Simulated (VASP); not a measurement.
# Ti2B3 (P4/mmm) in VASP: notebook

Runs on Ti2B3. Level: PBE. Tasks: single point.

All numbers are computed with VASP 6.6.1; they aren't measurements. Logs are shortened: lines on timing, memory, paths and dates and some standing lists are left out, and cuts for length are marked.

## 1. The cell of the first run

It takes space group P4/mmm (No. 123, tetragonal). Conventional cell: a = 4.506 Å, b = 4.506 Å, c = 3.071 Å, α = 90.00°, β = 90.00°, γ = 90.00°. Ti (site symmetry mmm) has 6 B at 2.25 to 2.38 Å within 3.0 Å. B (site symmetry 4mm) has 2 B at 1.52 to 1.55 Å within 2.0 Å. Within 3.0 Å of B (site symmetry 4/mmm) lie 4 Ti at 2.25 Å.

## 2. Single point, PBE

INCAR reads:

```
SYSTEM = Ti2B3
PREC     = Accurate       ! precision mode
ENCUT    = 520            ! plane-wave cutoff, eV
EDIFF    = 1E-7           ! SCF threshold, eV
ISMEAR   = 0              ! smearing method
SIGMA    = 0.1            ! smearing width, eV
LREAL    = .FALSE.        ! projectors in reciprocal space
LASPH    = .TRUE.         ! aspherical terms in the spheres
NELM     = 60             ! most SCF steps
ALGO     = Normal         ! electronic algorithm
ISIF     = 2              ! what is computed and relaxed
LWAVE    = .FALSE.        ! write WAVECAR
LCHARG   = .FALSE.        ! write CHGCAR
GGA      = PE             ! functional
NBANDS   = 24             ! bands
```

KPOINTS reads:

```
regular mesh
0
G
  4 4 6
  0 0 0
```

POSCAR reads:

```
Ti2B3
1.0
    4.5055794178      0.0000000000      0.0000000000
    0.0000000000      4.5055794178      0.0000000000
    0.0000000000      0.0000000000      3.0711027949
Ti B
2 3
Direct
    0.0000000000      0.5000000000      0.0000000000
    0.5000000000      0.0000000000      0.0000000000
    0.5000000000      0.5000000000      0.7522119548
    0.5000000000      0.5000000000      0.2477880452
    0.0000000000      0.0000000000      0.0000000000
```

Potentials or basis: VASP PAW PBE potentials, release 64 (Ti_sv, B).

On the command line:

```console
cat potpaw_PBE.64/Ti_sv/POTCAR potpaw_PBE.64/B/POTCAR > POTCAR
mpirun -np 1 vasp_std > vasp.out
```

OUTCAR:

```text
SYSTEM = Ti2B3
   PREC = Accurate
   ENCUT = 520
   EDIFF = 1E-7
   ISMEAR = 0
   LREAL = .FALSE.
   LASPH = .TRUE.
   NELM = 60
   ISIF = 2
   GGA = PE

 ion  position               nearest neighbor table
   1  0.000  0.500  0.000-   5 2.25   5 2.25   3 2.38   4 2.38   3 2.38   4 2.38
   2  0.500  0.000  0.000-   5 2.25   5 2.25   3 2.38   3 2.38   4 2.38   4 2.38
   3  0.500  0.500  0.752-   4 1.52   4 1.55   1 2.38   2 2.38   2 2.38   1 2.38
   4  0.500  0.500  0.248-   3 1.52   3 1.55   2 2.38   1 2.38   2 2.38   1 2.38
   5  0.000  0.000  0.000-   1 2.25   2 2.25   1 2.25   2 2.25

  LATTYP: Found a simple tetragonal cell.
 ALAT       =     4.5055794178
 C/A-ratio  =     0.6816221645

  Lattice vectors:

 A1 = (   4.5055794178,   0.0000000000,   0.0000000000)
 A2 = (   0.0000000000,   4.5055794178,   0.0000000000)
 A3 = (   0.0000000000,   0.0000000000,   3.0711027949)

Analysis of symmetry for initial positions (statically):
=====================================================================
 Subroutine PRICEL returns:
 Original cell was already a primitive cell.

 Routine SETGRP: Setting up the symmetry group for a
 simple tetragonal supercell.

 Subroutine GETGRP returns: Found 16 space group operations
 (whereof 16 operations were pure point group operations)
 out of a pool of 16 trial point group operations.

The static configuration has the point symmetry D_4h.

Analysis of symmetry for dynamics (positions and initial velocities):
=====================================================================
 Subroutine PRICEL returns:
 Original cell was already a primitive cell.

 Routine SETGRP: Setting up the symmetry group for a
 simple tetragonal supercell.

 Subroutine GETGRP returns: Found 16 space group operations
 (whereof 16 operations were pure point group operations)
 out of a pool of 16 trial point group operations.

The dynamic configuration has the point symmetry D_4h.

 Subroutine INISYM returns: Found 16 space group operations
 (whereof 16 operations are pure point group operations),
 and found     1 'primitive' translations

----------------------------------------------------------------------------------------

                                     Primitive cell

  volume of cell :      62.3441

  direct lattice vectors                    reciprocal lattice vectors
     4.505579418  0.000000000  0.000000000     0.221947037  0.000000000  0.000000000
     0.000000000  4.505579418  0.000000000     0.000000000  0.221947037  0.000000000
     0.000000000  0.000000000  3.071102795     0.000000000  0.000000000  0.325615932

  length of vectors
     4.505579418  4.505579418  3.071102795     0.221947037  0.221947037  0.325615932

  position of ions in fractional coordinates (direct lattice)
     0.000000000  0.500000000  0.000000000
     0.500000000  0.000000000  0.000000000
     0.500000000  0.500000000  0.752211955
     0.500000000  0.500000000  0.247788045
     0.000000000  0.000000000  0.000000000

  ion indices of the primitive-cell ions
   primitive index   ion index
                 1           1
                 2           2
                 3           3
                 4           4
                 5           5

----------------------------------------------------------------------------------------

 KPOINTS: regular mesh

Automatic generation of k-mesh.
 Grid dimensions read from file:
 generate k-points for:    4    4    6

 Generating k-lattice:

  Cartesian coordinates                     Fractional coordinates (reciprocal lattice)
     0.055486759  0.000000000  0.000000000     0.250000000  0.000000000  0.000000000
     0.000000000  0.055486759  0.000000000     0.000000000  0.250000000  0.000000000
     0.000000000  0.000000000  0.054269322     0.000000000  0.000000000  0.166666667

  Length of vectors
     0.055486759  0.055486759  0.054269322

  Shift w.r.t. Gamma in fractional coordinates (k-lattice)
     0.000000000  0.000000000  0.000000000

 Subroutine IBZKPT returns following result:
 ===========================================

 Found     24 irreducible k-points:

 Following reciprocal coordinates:
            Coordinates               Weight
  0.000000  0.000000  0.000000      1.000000
  0.250000  0.000000  0.000000      4.000000
  0.500000  0.000000  0.000000      2.000000
  0.250000  0.250000  0.000000      4.000000
  0.500000  0.250000  0.000000      4.000000
  0.500000  0.500000  0.000000      1.000000
[... 16 lines left out ...]
  0.500000  0.250000  0.500000      4.000000
  0.500000  0.500000  0.500000      1.000000
   k-points           NKPTS =     24   k-points in BZ     NKDIM =     24   number of bands    NBANDS=     24
   number of dos      NEDOS =    301   number of ions     NIONS =      5
   total plane-waves  NPLWV =  31104
   dimension x,y,z NGX =    36 NGY =   36 NGZ =   24
   dimension x,y,z NGXF=    72 NGYF=   72 NGZF=   48
   ions per type =               2   3
   NGX,Y,Z   is equivalent  to a cutoff of  13.28, 13.28, 12.99 a.u.
   NGXF,Y,Z  is equivalent  to a cutoff of  26.57, 26.57, 25.98 a.u.
 SYSTEM =  Ti2B3
   PREC   = accura    normal or accurate (medium, high low for compatibility)
   ISTART =      0    job   : 0-new  1-cont  2-samecut
   ICHARG =      2    charge: 1-file 2-atom 10-const
   ISPIN  =      1    spin polarized calculation?
   LNONCOLLINEAR =      F non collinear calculations
   LSORBIT =      F    spin-orbit coupling
   LASPH  =      T    aspherical Exc in radial PAW
   ENCUT  =  520.0 eV  38.22 Ry    6.18 a.u.   8.38  8.38  5.71*2*pi/ulx,y,z
   NELM   =     60;   NELMIN=  2; NELMDL= -5     # of ELM steps
   EDIFF  = 0.1E-06   stopping-criterion for ELM
   LREAL  =      F    real-space projection
   EDIFFG = 0.1E-05   stopping-criterion for IOM
   NSW    =      0    number of steps for IOM
   IBRION =     -1    ionic relax: 0-MD 1-quasi-New 2-CG
   NFREE  =      0    steps in history (QN), initial steepest desc. (CG)
   ISIF   =      2    stress and relaxation
   ISYM   =      2    0-nonsym 1-usesym 2-fastsym
   POTIM  = 0.5000    time-step for ionic-motion
   TEBEG  =    0.0;   TEEND  =   0.0 temperature during run
   PSTRESS=    0.0 pullay stress
   NELECT =      33.0000    total number of electrons
   NUPDOWN=      -1.0000    fix difference up-down
   EMIN   =  10.00;   EMAX   =-10.00  energy-range for DOS
   EFERMI =   0.00;   METHOD = LEGACY
   ISMEAR =     0;   SIGMA  =   0.10  broadening in eV -4-tet -1-fermi 0-gaus
   EFERMI_NEDOS =   21; number of points for ismear=-14 and -15
   IALGO  =     38    algorithm
   IMIX   =      4    mixing-type and parameters
     AMIX     =   0.40;   BMIX     =  1.00
     AMIX_MAG =   1.60;   BMIX_MAG =  1.00
  volume/ion in A,a.u.               =      12.47        84.14
  Fermi-wavevector in a.u.,A,eV,Ry     =   1.324283  2.502533 23.860897  1.753726
  Thomas-Fermi vector in A             =   2.453829
   LORBIT       =      0    0 simple, 1 ext, 2 COOP (PROOUT), +10 PAW based schemes
   GGA     = PE    functional components
   LHFCALC =     F    Hartree Fock is set to
   AEXX    =    0.0000 exact exchange contribution
   IVDW    =     0    specifies the selected vdW correction
   LEPSILON=     F    determine dielectric tensor
   LRPA    =     F    only Hartree local field effects (RPA)
 non-spin polarized calculation
 Gauss-broadening in eV      SIGMA  =   0.10
  energy-cutoff  :      520.00
  volume of cell :       62.34
 maximum number of plane-waves:      1716
 NGX is ok and might be reduce to    36
   NGX = 17   NGY = 17   NGZ = 11

 number of electron      33.0000001 magnetization

 Free energy of the ion-electron system (eV)
  ---------------------------------------------------
  ext. energy  EPLUGINS =         0.00000000
  ---------------------------------------------------
  free energy    TOTEN  =       -34.35657022 eV

  energy without entropy =      -34.32381560  energy(sigma->0) =      -34.34019291

 E-fermi :   6.0933     XC(G=0): -11.0522

 val. band max:        6.0735339499   @ k =   0.2500   0.2500   0.5000
 cond. band min:       6.1484740837   @ k =   0.5000   0.5000   0.3333
 fundamental gap:      0.0749401338
 Fermi energy:         6.0932921911

 k-point     1 :       0.0000    0.0000    0.0000
  band No.  band energies     occupation
      1     -50.5584      2.00000
      2     -50.5296      2.00000
      3     -26.9653      2.00000
      4     -26.9396      2.00000
      5     -26.7821      2.00000
      6     -26.7821      2.00000
[... 16 lines left out ...]
     23       8.4608      0.00000
     24       9.3475      0.00000

 k-point     2 :       0.2500    0.0000    0.0000
  band No.  band energies     occupation
      1     -50.5542      2.00000
      2     -50.5338      2.00000
      3     -26.9615      2.00000
      4     -26.9434      2.00000
      5     -26.7677      2.00000
      6     -26.7654      2.00000
[... 16 lines left out ...]
     23       9.4664      0.00000
     24       9.5667      0.00000

 k-point     3 :       0.5000    0.0000    0.0000
  band No.  band energies     occupation
      1     -50.5441      2.00000
      2     -50.5440      2.00000
      3     -26.9526      2.00000
      4     -26.9522      2.00000
      5     -26.7488      2.00000
      6     -26.7436      2.00000
[... 16 lines left out ...]
     23       9.8451      0.00000
     24      10.1790      0.00000
[... 514 lines left out ...]
 k-point    23 :       0.5000    0.2500    0.5000
  band No.  band energies     occupation
      1     -50.5230      2.00000
      2     -50.5229      2.00000
      3     -27.1562      2.00000
      4     -27.1561      2.00000
      5     -26.7902      2.00000
      6     -26.6817      2.00000
[... 16 lines left out ...]
     23       9.0601      0.00000
     24       9.7527      0.00000

 k-point    24 :       0.5000    0.5000    0.5000
  band No.  band energies     occupation
      1     -50.5230      2.00000
      2     -50.5230      2.00000
      3     -27.1560      2.00000
      4     -27.1560      2.00000
      5     -26.8190      2.00000
      6     -26.7083      2.00000
[... 16 lines left out ...]
     23       9.0533      0.00000
     24      10.4192      0.00000

------------------------ aborting loop because EDIFF is reached ----------------------------------------

  FORCE on cell =-STRESS in cart. coord.  units (eV):
  Direction    XX          YY          ZZ          XY          YZ          ZX
  --------------------------------------------------------------------------------------
  -------------------------------------------------------------------------------------
  Total        0.0862416      0.0862416     -0.0598124      0.0000000      0.0000000      0.0000000
  in kB        2.2163162      2.2163162     -1.5371130      0.0000000      0.0000000      0.0000000
  external PRESSURE =       0.9651731 kB  Pullay stress =       0.0000000 kB

 VOLUME and BASIS-vectors are now :
 -----------------------------------------------------------------------------
  energy-cutoff  :      520.00
  volume of cell :       62.34
      direct lattice vectors                 reciprocal lattice vectors
     4.505579418  0.000000000  0.000000000     0.221947037  0.000000000  0.000000000
     0.000000000  4.505579418  0.000000000     0.000000000  0.221947037  0.000000000
     0.000000000  0.000000000  3.071102795     0.000000000  0.000000000  0.325615932

 POSITION                                       TOTAL-FORCE (eV/Angst)
 -----------------------------------------------------------------------------------
      0.00000      2.25279      0.00000         0.000000      0.000000      0.000000
      2.25279      0.00000      0.00000         0.000000      0.000000      0.000000
      2.25279      2.25279      2.31012         0.000000     -0.000000     -0.004124
      2.25279      2.25279      0.76098         0.000000      0.000000      0.004124
      0.00000      0.00000      0.00000         0.000000      0.000000      0.000000
 -----------------------------------------------------------------------------------
    total drift:                                0.000000     -0.000000     -0.000000

  FREE ENERGIE OF THE ION-ELECTRON SYSTEM (eV)
  ---------------------------------------------------
  free  energy   TOTEN  =       -34.3565702224 eV

  energy  without entropy=      -34.3238155953  energy(sigma->0) =      -34.34019291
```

It took 18 s on 1 thread of Intel Xeon 6975P-C (Granite Rapids), shared host; peak memory 0.18 GiB.

Results:

```yaml
Free_energy: -34.3566 eV
Pressure: 0.1 GPa
Largest_force: 0.004 eV/Å
```

Forces on the atoms (eV/Å):
```
Ti   0.000  0.000  0.000
Ti   0.000  0.000  0.000
B    0.000  0.000 -0.004
B    0.000  0.000  0.004
B    0.000  0.000  0.000
```

Stress tensor (GPa, compression positive):
```
 0.22  0.00  0.00
 0.00  0.22  0.00
 0.00  0.00 -0.15
```

## 3. Single point, PBE

This run uses another cell than the first one, of 11.54 Å³/atom, 0.925 times its volume.

INCAR reads:

```
PREC = Accurate ; ENCUT = 520
EDIFF = 1E-6 ; ISMEAR = 0
SIGMA = 0.1 ; LREAL = False
LASPH = True ; NELM = 60
ALGO = Normal ; ISIF = 2
LWAVE = False ; LCHARG = False
GGA = PE ; NBANDS = 24
```

KPOINTS reads:

```
regular mesh
0
Gamma
  6 6 4
```

POSCAR reads:

```
Ti2B3
1.0
    3.4629404300      0.0000000000      0.0000000000
    0.0000000000      3.4629404300      0.0000000000
    0.0000000000      0.0000000000      4.8107078400
Ti B
2 3
Direct
    0.0000000000      0.5000000000      0.0000000000
    0.5000000000      0.0000000000      0.0000000000
    0.5000000000      0.5000000000      0.8237833600
    0.5000000000      0.5000000000      0.1762166400
    0.0000000000      0.0000000000      0.0000000000
```

Potentials or basis: VASP PAW PBE potentials, release 64 (Ti_sv, B).

On the command line:

```console
cat potpaw_PBE.64/Ti_sv/POTCAR potpaw_PBE.64/B/POTCAR > POTCAR
mpirun -np 1 vasp_std > vasp.out
```

Wall time 23 s (1 thread of Intel Xeon 6975P-C (Granite Rapids), shared host); peak memory 0.19 GiB.

The run converged. Its results:

| Property | Result |
| --- | --- |
| Free energy | -19.8637 eV |
| Pressure | 110.1 GPa |
| Largest force | 4.898 eV/Å |

Forces in eV/Å, atoms in the order of the input:
```
Ti   0.000  0.000  0.000
Ti   0.000  0.000  0.000
B    0.000  0.000 -4.898
B    0.000  0.000  4.898
B    0.000  0.000  0.000
```

Stress tensor (GPa, compression positive):
```
154.44   0.00   0.00
  0.00 154.44   0.00
  0.00   0.00  21.33
```

Levels at points of the mesh, in eV from the Fermi level:
```
           k point  band 14  band 15  band 16  band 17  band 18  band 19
(0.00, 0.00, 0.00)    -1.83    -1.50     1.53     1.53     3.20     4.22
(0.50, 0.00, 0.00)    -2.25    -1.56    -0.96    -0.50     0.17     1.99
(0.50, 0.50, 0.00)    -2.00    -2.00    -1.40    -0.07     2.23     2.23
(0.00, 0.00, 0.50)    -1.49    -1.37     1.76     1.76     2.55     4.20
(0.50, 0.00, 0.50)    -2.04    -1.07    -0.43     0.04     0.19     2.50
(0.50, 0.50, 0.50)    -1.92    -1.92    -1.22     2.05     2.05     2.13
```

Caveat: this functional lacks dispersion, which binds the layers, so the pressure and a relaxed spacing across them are unreliable; forces of over 1 eV/Å act on the atoms, so gaps and moduli don't describe the material at rest.

(Continued in part 2 of 2.)
